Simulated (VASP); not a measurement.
A run of VASP 6.6.1 is set up as follows.

File POSCAR:

```
H21ClO10
1.0
    7.2779720000      0.0018830000     -0.1618230000
    0.0018830000      6.8415590000      0.0340900000
   -0.1618230000      0.0340900000      6.8756460000
O H Cl
10 21 1
Direct
    0.8620066952      0.6637817823      0.1811268626
    0.3956921532      0.6239196432      0.5271886701
    0.8896367582      0.4823828628      0.6387209663
    0.5806072238      0.4278389147      0.2734391175
    0.7164064641      0.8016861115      0.7470863921
    0.3284048999      1.0411178891      0.4843692880
    0.7161742712      0.0569681111      0.0000220236
    0.0551034744      0.2105840274     -0.1474569517
    0.1250069686      0.6844593817      0.8798876182
    0.5372828552      0.2817549111      0.7728204300
    0.9065656154      0.7833704227      0.2498671499
    0.9367873559      0.6616422353      0.0695699512
    0.4278388735      0.5409366867      0.6378445950
    0.4402354777      0.5616429842      0.4182288932
    0.9083145912      0.4409476429      0.5080765192
    0.9659653162      0.3839543082      0.7167801255
    0.6710224692      0.5144818257      0.2135142187
    0.6435940804      0.3128184001      0.3204039803
    0.7966544387      0.7000214034      0.7029089749
    0.6135011841      0.8183225388      0.6524742529
    0.2017877399      1.0714171286      0.4358033103
    0.3215900489      0.9100336482      0.5205500137
    0.7200302055     -0.0624903080     -0.0887265367
    0.6071357135      0.1476996230     -0.0451428939
    0.0496393865      0.2685307819     -0.0223719226
   -0.0446845063      0.1180157718     -0.1562840988
    0.1685107690      0.8100166336      0.8332679505
    0.0746611283      0.6178011117      0.7578954833
    0.4593048122      0.2268700092      0.6744082060
    0.6537796866      0.3445340878      0.7133659038
    0.7667712760      0.0542461860      0.1386825290
    0.9164711091      0.1115028259      0.3760962931
```

File INCAR.step1:

```
PREC = Accurate
ENCUT = 520
ISMEAR = -1
SIGMA = 0.02
LREAL = Auto
LASPH = True
NELM = 60
NBANDS = 66
GGA = PE
ALGO = Normal
EDIFF = 1E-4
LWAVE = True
LCHARG = False
```

Contents of INCAR.step2:

```
PREC = Accurate
ENCUT = 520
EDIFF = 1E-6
ISMEAR = -1
SIGMA = 0.02
LREAL = Auto
LASPH = True
NELM = 60
ALGO = Normal
ISIF = 2
LWAVE = False
LCHARG = False
METAGGA = R2SCAN
LMIXTAU = True
IVDW = 12
VDW_S6 = 1.0
VDW_S8 = 0.78981345
VDW_A1 = 0.49484001
VDW_A2 = 5.73083694
NBANDS = 66
ISTART = 1
```

The input KPOINTS:

```
Automatic mesh
0
Gamma
  1 1 1
```

Potentials or basis: VASP PAW PBE potentials, release 64 (O, H, Cl).

The run is started by

```bash
$ cat potpaw_PBE.64/O/POTCAR potpaw_PBE.64/H/POTCAR potpaw_PBE.64/Cl/POTCAR > POTCAR
$ cp INCAR.step1 INCAR
$ mpirun -np 1 vasp_gam > vasp.out
$ cp INCAR.step2 INCAR
$ mpirun -np 1 vasp_gam > vasp.out
```

(1) What does it give for the largest force?

(2) What does it give for the pressure?

(3) Estimate the dispersion energy per atom.

## Answers

(1) 3.528 eV/Å.

(2) -0.2 GPa.

(3) -0.018 eV.

Caveat: the k points lie up to 0.92 Å⁻¹ apart; the atoms stand as in a frame of molecular dynamics; the PAW data sets were made with another functional, which shifts forces and pressure a little.
